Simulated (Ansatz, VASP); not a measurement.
# One calculation of Se, two programs

INCAR

```
  ALGO = Normal
  EDIFF = 1E-6
  ENCUT = 500
  GGA = PE
  GGA_COMPAT = F
  ISIF = 2
  ISMEAR = 0
  LASPH = T
  LCHARG = F
  LREAL = F
  LWAVE = F
  NBANDS = 16
  NELM = 120
  PREC = Accurate
  SIGMA = 0.01
```

Contents of KPOINTS:

```
k-points
0
Gamma
  5 5 4
```

File POSCAR:

```
Se
1.0
    4.3551700000      0.0000000000      0.0000000000
   -2.1775850000      3.7716880000      0.0000000000
    0.0000000000      0.0000000000      4.9494500000
Se
3
Direct
    0.2170000000      0.0000000000      0.1666666667
    0.0000000000      0.2170000000      0.8333333333
    0.7830000000      0.7830000000      0.5000000000
```

Input for Ansatz:

```yaml
crystal:
  lattice:
    - [4.35517, 0.0, 0.0]
    - [-2.177585, 3.771688, 0.0]
    - [0.0, 0.0, 4.94945]
  atoms:
    - { symbol: Se, position: [0.217, 0.0, 0.16666666666666666] }
    - { symbol: Se, position: [0.0, 0.217, 0.8333333333333334] }
    - { symbol: Se, position: [0.783, 0.783, 0.5] }
basis:
  ecutwfc: 571.4391111657479
kpoints:
  mp_grid:
    grid: [5, 5, 4]
hamiltonian:
  xc: pbe
scf:
  occupations:
    method: fixed
output:
  stress: true
```

Alike in both runs: task single point; functional PBE; k mesh 5 × 5 × 4; no spin polarisation.

|  | VASP | Ansatz |
| --- | --- | --- |
| version | VASP 6.6.1 | Ansatz 0.2.0 |
| potentials or method | VASP PAW PBE potentials, release 64 (Se), cutoff 500 eV | plane waves, PAW |
| occupations | gaussian, width 0.01 eV | fixed |
| valence electrons in the cell | 18 | 48 |

VASP gave:

* pressure (GPa): 5.7
* traceless stress, the component that is largest in VASP (GPa): 1.94

Q: Which values does Ansatz return?

A: Pressure (GPa): 5.5; traceless stress, the component that is largest in VASP (GPa): 1.86.

VASP's potentials hold 18 valence electrons a cell and Ansatz's 48, so a difference there can come from the potentials and not from the codes.
